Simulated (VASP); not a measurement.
A run of VASP 6.6.1 is set up as follows.

The input INCAR:

```
SYSTEM = ScPd
PREC = Accurate ; ENCUT = 520
EDIFF = 1E-6 ; ISMEAR = -1
SIGMA = 0.1 ; LREAL = .FALSE.
LASPH = .TRUE. ; NELM = 100
ALGO = Normal ; ISIF = 2
LWAVE = .FALSE. ; LCHARG = .FALSE.
GGA = PS ; NBANDS = 18
```

KPOINTS

```
regular mesh
0
G
  14 14 14
  0 0 0
```

POSCAR

```
ScPd
1.0
    3.2337976042      0.0000000000      0.0000000000
    0.0000000000      3.2337976042      0.0000000000
    0.0000000000      0.0000000000      3.2337976042
Sc Pd
1 1
Direct
    0.5000000000      0.5000000000      0.5000000000
    0.0000000000      0.0000000000      0.0000000000
```

Potentials or basis: VASP PAW PBE potentials, release 64 (Sc_sv, Pd).

The run is started by

```bash
$ cat potpaw_PBE.64/Sc_sv/POTCAR potpaw_PBE.64/Pd/POTCAR > POTCAR
$ mpirun -np 1 vasp_std > vasp.out
```

Task: Predict the pressure.

Result: 4.2 GPa.

Caveat: the PAW data sets were made with another functional, which shifts forces and pressure a little.
